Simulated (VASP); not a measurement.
# K4Cl3 (P-6m2) in VASP: notebook, part 2 of 2

VASP 6.6.1.

## Step 3: Relaxation of cell and atoms, PBE

This run uses another cell than the first one, of 38.18 Å³/atom.

The input, INCAR:

```
ALGO = Normal
EDIFF = 1E-6
EDIFFG = -0.04
ENCUT = 600
GGA = PE
IBRION = 2
ISIF = 3
ISMEAR = 0
LASPH = T
LCHARG = F
LREAL = F
LWAVE = F
NELM = 100
NSW = 90
PREC = Accurate
SIGMA = 0.1
```

The input, KPOINTS:

```
k-points
0
Gamma
  3 3 4
```

The input, POSCAR:

```
K4Cl3
1.0
    7.6402205100      0.0000000000      0.0000000000
   -3.8201102600      6.6166250600      0.0000000000
    0.0000000000      0.0000000000      5.2864728900
K Cl
4 3
Direct
    0.1787731000      0.8212269000      0.5000000000
    0.1787731000      0.3575462000      0.5000000000
    0.6424538000      0.8212269000      0.5000000000
    0.6666666700      0.3333333300      0.0000000000
    0.8146397900      0.1853602100      0.5000000000
    0.8146397900      0.6292795900      0.5000000000
    0.3707204100      0.1853602100      0.5000000000
```

Potentials or basis: VASP PAW PBE potentials, release 64 (K_sv, Cl).

Run with:

```
cat potpaw_PBE.64/K_sv/POTCAR potpaw_PBE.64/Cl/POTCAR > POTCAR
mpirun -np 1 vasp_std > vasp.out
```

OUTCAR:

```text
EDIFF = 1E-6
   EDIFFG = -0.04
   ENCUT = 600
   GGA = PE
   IBRION = 2
   ISIF = 3
   ISMEAR = 0
   LASPH = T
   LREAL = F
   NELM = 100
   NSW = 90
   PREC = Accurate

 ion  position               nearest neighbor table
   1  0.179  0.821  0.500-   6 2.41   7 2.41   3 3.54   2 3.54
   2  0.179  0.358  0.500-   7 2.41   5 2.41   3 3.54   1 3.54
   3  0.642  0.821  0.500-   6 2.41   5 2.41   1 3.54   2 3.54
   4  0.667  0.333  0.000-
   5  0.815  0.185  0.500-   2 2.41   3 2.41
   6  0.815  0.629  0.500-   3 2.41   1 2.41
   7  0.371  0.185  0.500-   2 2.41   1 2.41

  LATTYP: Found a hexagonal cell.
 ALAT       =     7.6402205100
 C/A-ratio  =     0.6919267426

  Lattice vectors:

 A1 = (   7.6402205100,   0.0000000000,   0.0000000000)
 A2 = (  -3.8201102600,   6.6166250600,   0.0000000000)
 A3 = (   0.0000000000,   0.0000000000,   5.2864728900)

Analysis of symmetry for initial positions (statically):
=====================================================================
 Subroutine PRICEL returns:
 Original cell was already a primitive cell.

 Routine SETGRP: Setting up the symmetry group for a
 hexagonal supercell.

 Subroutine GETGRP returns: Found 12 space group operations
 (whereof 12 operations were pure point group operations)
 out of a pool of 24 trial point group operations.

The static configuration has the point symmetry D_3h.

Analysis of symmetry for dynamics (positions and initial velocities):
=====================================================================
 Subroutine PRICEL returns:
 Original cell was already a primitive cell.

 Routine SETGRP: Setting up the symmetry group for a
 hexagonal supercell.

 Subroutine GETGRP returns: Found 12 space group operations
 (whereof 12 operations were pure point group operations)
 out of a pool of 24 trial point group operations.

The dynamic configuration has the point symmetry D_3h.

 Subroutine INISYM returns: Found 12 space group operations
 (whereof 12 operations are pure point group operations),
 and found     1 'primitive' translations

----------------------------------------------------------------------------------------

                                     Primitive cell

  volume of cell :     267.2443

  direct lattice vectors                    reciprocal lattice vectors
     7.640220510  0.000000000  0.000000000     0.130886275  0.075567226  0.000000000
    -3.820110260  6.616625060  0.000000000     0.000000000  0.151134452  0.000000000
     0.000000000  0.000000000  5.286472890     0.000000000  0.000000000  0.189162041

  length of vectors
     7.640220510  7.640220519  5.286472890     0.151134452  0.151134452  0.189162041

  position of ions in fractional coordinates (direct lattice)
     0.178773100  0.821226900  0.500000000
     0.178773100  0.357546200  0.500000000
     0.642453800  0.821226900  0.500000000
     0.666666670  0.333333330  0.000000000
     0.814639790  0.185360210  0.500000000
     0.814639790  0.629279590  0.500000000
     0.370720410  0.185360210  0.500000000

  ion indices of the primitive-cell ions
   primitive index   ion index
                 1           1
                 2           2
                 3           3
                 4           4
                 5           5
                 6           6
[... 31 lines left out ...]
  0.333333  0.000000  0.000000      6.000000
  0.333333  0.333333  0.000000      2.000000
  0.000000  0.000000  0.250000      2.000000
  0.333333  0.000000  0.250000     12.000000
  0.333333  0.333333  0.250000      4.000000
  0.000000  0.000000  0.500000      1.000000
  0.333333  0.000000  0.500000      6.000000
  0.333333  0.333333  0.500000      2.000000
   k-points           NKPTS =      9   k-points in BZ     NKDIM =      9   number of bands    NBANDS=     34
   number of dos      NEDOS =    301   number of ions     NIONS =      7
   total plane-waves  NPLWV = 172032
   dimension x,y,z NGX =    64 NGY =   64 NGZ =   42
   dimension x,y,z NGXF=   128 NGYF=  128 NGZF=   84
   ions per type =               4   3
   NGX,Y,Z   is equivalent  to a cutoff of  13.93, 13.93, 13.21 a.u.
   NGXF,Y,Z  is equivalent  to a cutoff of  27.85, 27.85, 26.42 a.u.
 SYSTEM =  unknown system
   PREC   = accura    normal or accurate (medium, high low for compatibility)
   ISTART =      0    job   : 0-new  1-cont  2-samecut
   ICHARG =      2    charge: 1-file 2-atom 10-const
   ISPIN  =      1    spin polarized calculation?
   LNONCOLLINEAR =      F non collinear calculations
   LSORBIT =      F    spin-orbit coupling
   LASPH  =      T    aspherical Exc in radial PAW
   ENCUT  =  600.0 eV  44.10 Ry    6.64 a.u.  15.26 15.26 10.56*2*pi/ulx,y,z
   NELM   =    100;   NELMIN=  2; NELMDL= -5     # of ELM steps
   EDIFF  = 0.1E-05   stopping-criterion for ELM
   LREAL  =      F    real-space projection
   EDIFFG = -.4E-01   stopping-criterion for IOM
   NSW    =     90    number of steps for IOM
   IBRION =      2    ionic relax: 0-MD 1-quasi-New 2-CG
   NFREE  =      1    steps in history (QN), initial steepest desc. (CG)
   ISIF   =      3    stress and relaxation
   ISYM   =      2    0-nonsym 1-usesym 2-fastsym
   POTIM  = 0.5000    time-step for ionic-motion
   TEBEG  =    0.0;   TEEND  =   0.0 temperature during run
   PSTRESS=    0.0 pullay stress
   NELECT =      57.0000    total number of electrons
   NUPDOWN=      -1.0000    fix difference up-down
   EMIN   =  10.00;   EMAX   =-10.00  energy-range for DOS
   EFERMI =   0.00;   METHOD = LEGACY
   ISMEAR =     0;   SIGMA  =   0.10  broadening in eV -4-tet -1-fermi 0-gaus
   EFERMI_NEDOS =   21; number of points for ismear=-14 and -15
   IALGO  =     38    algorithm
   IMIX   =      4    mixing-type and parameters
     AMIX     =   0.40;   BMIX     =  1.00
     AMIX_MAG =   1.60;   BMIX_MAG =  1.00
  volume/ion in A,a.u.               =      38.18       257.64
  Fermi-wavevector in a.u.,A,eV,Ry     =   0.978131  1.848399 13.017238  0.956740
  Thomas-Fermi vector in A             =   2.108882
   LORBIT       =      0    0 simple, 1 ext, 2 COOP (PROOUT), +10 PAW based schemes
   GGA     = PE    functional components
   LHFCALC =     F    Hartree Fock is set to
   AEXX    =    0.0000 exact exchange contribution
   IVDW    =     0    specifies the selected vdW correction
   LEPSILON=     F    determine dielectric tensor
   LRPA    =     F    only Hartree local field effects (RPA)
 conjugate gradient relaxation of ions
 non-spin polarized calculation
 Gauss-broadening in eV      SIGMA  =   0.10
  energy-cutoff  :      600.00
  volume of cell :      267.24
 maximum number of plane-waves:      8955
 NGX is ok and might be reduce to    64
   NGX = 31   NGY = 31   NGZ = 21

--------------------------------------- Ionic step        1  -------------------------------------------

 number of electron      57.0000002 magnetization

 Free energy of the ion-electron system (eV)
  ---------------------------------------------------
  ext. energy  EPLUGINS =         0.00000000
  ---------------------------------------------------
  free energy    TOTEN  =       -15.44371299 eV

  energy without entropy =      -15.42371085  energy(sigma->0) =      -15.43371192

------------------------ aborting loop because EDIFF is reached ----------------------------------------

  FORCE on cell =-STRESS in cart. coord.  units (eV):
  Direction    XX          YY          ZZ          XY          YZ          ZX
  --------------------------------------------------------------------------------------
  -------------------------------------------------------------------------------------
  Total       26.2705769     26.2705769     -1.5444988     -0.0000000      0.0000000      0.0000000
  in kB      157.4968107    157.4968111     -9.2595469     -0.0000001      0.0000000      0.0000000
  external PRESSURE =     101.9113583 kB  Pullay stress =       0.0000000 kB
[... 104 lines left out ...]
  FREE ENERGIE OF THE ION-ELECTRON SYSTEM (eV)
  ---------------------------------------------------
  free  energy   TOTEN  =       -19.5988116398 eV

  energy  without entropy=      -19.5764349605  energy(sigma->0) =      -19.58762330

[... ionic steps 4 to 8 ...]

--------------------------------------- Ionic step        9  -------------------------------------------

 number of electron      57.0000005 magnetization

------------------------ aborting loop because EDIFF is reached ----------------------------------------
[... 77 lines left out ...]
--------------------------------------- Ionic step       11  -------------------------------------------

 number of electron      56.9999999 magnetization

 Free energy of the ion-electron system (eV)
  ---------------------------------------------------
  ext. energy  EPLUGINS =         0.00000000
  ---------------------------------------------------
  free energy    TOTEN  =       -20.06436311 eV

  energy without entropy =      -20.04105557  energy(sigma->0) =      -20.05270934

 E-fermi :   0.4484     XC(G=0):  -6.0062

 val. band max:        0.4433156389   @ k =   0.3333   0.0000   0.2500
 cond. band min:       0.5141524475   @ k =   0.3333   0.3333   0.2500
 fundamental gap:      0.0708368086
 Fermi energy:         0.4484473880

 k-point     1 :       0.0000    0.0000    0.0000
  band No.  band energies     occupation
      1     -31.2751      2.00000
      2     -31.2721      2.00000
      3     -31.2721      2.00000
      4     -30.3130      2.00000
      5     -15.3281      2.00000
      6     -15.3281      2.00000
[... 356 lines left out ...]
  FREE ENERGIE OF THE ION-ELECTRON SYSTEM (eV)
  ---------------------------------------------------
  free  energy   TOTEN  =       -20.0643631086 eV

  energy  without entropy=      -20.0410555690  energy(sigma->0) =      -20.05270934

 reached required accuracy - stopping structural energy minimisation
```

Wall time 14 min (1 thread of Intel Xeon Platinum 8259CL at 2.50GHz (Skylake/Cascade Lake), shared host); peak memory 0.49 GiB.

Results:

```yaml
Free_energy: -20.0644 eV
Relaxed_volume: 48.15 Å³/atom
Relaxed_cell: a = 9.387 Å, b = 9.387 Å, c = 4.416 Å, α = 90.00°, β = 90.00°, γ = 120.00°
Space_group_after_relaxing_to_0.1_Å: P-6m2 (No. 187)
Energy_gained_by_relaxing: 660.1 meV/atom
Ionic_steps: 11
Pressure_after_relaxing: 0.1 GPa
Largest_force_after_relaxing: 0.020 eV/Å
Band_gap_on_the_k_mesh: zero (an odd number of electrons rules out a gap without spin polarisation)
```

Forces on the atoms (eV/Å):
```
K   -0.016  0.009  0.000
K    0.000 -0.018  0.000
K    0.016  0.009  0.000
K    0.000  0.000  0.000
Cl   0.017 -0.010  0.000
Cl   0.000  0.020  0.000
Cl  -0.017 -0.010  0.000
```

The path:
| step | energy change (eV) | largest force (eV/Å) | pressure (GPa) | volume (Å³) |
| --- | --- | --- | --- | --- |
| 1 | 0.0000 | 2.7341 | 10.19 | 267.24 |
| 2 | -4.1547 | 0.4278 | -0.27 | 368.81 |
| 3 | -4.1551 | 0.4157 | -0.22 | 367.18 |
| 4 | -4.2521 | 0.3745 | -0.23 | 363.95 |
| 5 | -4.4756 | 0.2645 | -0.21 | 353.33 |
| 6 | -4.5411 | 0.2333 | 0.00 | 327.68 |
| 7 | -4.5882 | 0.2063 | -0.12 | 338.53 |
| 8 | -4.5883 | 0.2081 | -0.11 | 337.68 |
| 9 | -4.6109 | 0.1027 | 0.11 | 332.97 |
| 10 | -4.6127 | 0.0607 | 0.21 | 331.26 |
| 11 | -4.6207 | 0.0199 | 0.08 | 337.03 |

Final structure:
```yaml
crystal:
  lattice:
    - [9.38707, 0.00000, 0.00000]
    - [-4.69353, 8.12944, 0.00000]
    - [0.00000, 0.00000, 4.41645]
  atoms:
    - { symbol: K, position: [0.17641, 0.82359, 0.50000] }
    - { symbol: K, position: [0.17641, 0.35281, 0.50000] }
    - { symbol: K, position: [0.64719, 0.82359, 0.50000] }
    - { symbol: K, position: [0.66667, 0.33333, 0.00000] }
    - { symbol: Cl, position: [0.81374, 0.18626, 0.50000] }
    - { symbol: Cl, position: [0.81374, 0.62747, 0.50000] }
    - { symbol: Cl, position: [0.37253, 0.18626, 0.50000] }
```

Caveat: the volume moved by over 15 % at a fixed basis, so the end points are rough; an odd number of electrons without spin polarisation forces a metal; a magnetic or distorted state may lie lower.

The gap in the log of VASP goes by the Fermi energy; the results here count the filled bands.